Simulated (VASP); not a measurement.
Tl, 1 atom in the cell. Symmetry: Pm-3m, No. 221, cubic system. The conventional cell has a = 3.086 Å, b = 3.086 Å, c = 3.086 Å, α = 90.00°, β = 90.00°, γ = 90.00°. Within 4.1 Å of Tl (site symmetry m-3m) lie 6 Tl at 3.09 Å. 

```yaml
Program: VASP 6.6.1
Task: single point
Functional: PBEsol
Dispersion: D3(BJ)
Potentials_or_basis: VASP PAW PBE potentials, release 64 (Tl_d)
Cutoff: 520 eV
k_mesh: 8 × 8 × 8
Occupations: gaussian, width 0.1 eV
Spin: no spin polarisation
Dipole_correction: no
Further_INCAR_settings: ALGO = Normal; EDIFF = 1e-06; NBANDS = 12
```

Potentials or basis: VASP PAW PBE potentials, release 64 (Tl_d).

Command:

```sh
$ cat potpaw_PBE.64/Tl_d/POTCAR > POTCAR
$ mpirun -np 1 vasp_std > vasp.out
```

Hardware: 1 thread of Intel(R) Xeon(R) 6975P-C (Granite Rapids) (shared host).

Q: Estimate the wall time of this run.

A: It took 3 s on 1 thread of Intel(R) Xeon(R) 6975P-C (Granite Rapids) (shared host), peak memory 0.15 GiB. Counts: scf iterations 9, k points 35.
